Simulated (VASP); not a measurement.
Wanted: the native input for a VASP 6.6.1 run.

- Task: single point
- Functional: PBE
- Potentials or basis: VASP PAW PBE potentials, release 64 (Bi_d, Te)
- Cutoff: 520 eV
- k mesh: 12 × 12 × 12
- Occupations: gaussian, width 0.1 eV
- Spin: no spin polarisation
- Dipole correction: no
- Further INCAR settings: ALGO = Normal; EDIFF = 1e-07; NBANDS = 18

The structure of BiTe lies in POSCAR:

```
BiTe
1.0
    0.0000000000      3.2183515714      3.2183515714
    3.2183515714      0.0000000000      3.2183515714
    3.2183515714      3.2183515714      0.0000000000
Bi Te
1 1
Direct
    0.0000000000      0.0000000000      0.0000000000
    0.5000000000      0.5000000000      0.5000000000
```

The input as run:

INCAR

```
SYSTEM = BiTe
PREC = Accurate
ENCUT = 520
EDIFF = 1E-7
ISMEAR = 0
SIGMA = 0.1
LREAL = .False.
LASPH = .True.
NELM = 60
ALGO = Normal
ISIF = 2
LWAVE = .False.
LCHARG = .False.
GGA = PE
NBANDS = 18
```

KPOINTS

```
Automatic mesh
0
Gamma
  12 12 12
  0 0 0
```

Potentials or basis: VASP PAW PBE potentials, release 64 (Bi_d, Te).

The run is started by

```sh
$ cat potpaw_PBE.64/Bi_d/POTCAR potpaw_PBE.64/Te/POTCAR > POTCAR
$ mpirun -np 1 vasp_std > vasp.out
```

It gave:

* Pressure: 1.5 GPa
* Band gap on the k mesh: zero (an odd number of electrons rules out a gap without spin polarisation)

Caveat: spin-orbit coupling is left out, which moves the levels of the heavy elements.

Wall time 110 s on 1 thread of Intel Xeon 8259CL, on a shared host, peak memory 0.26 GiB.
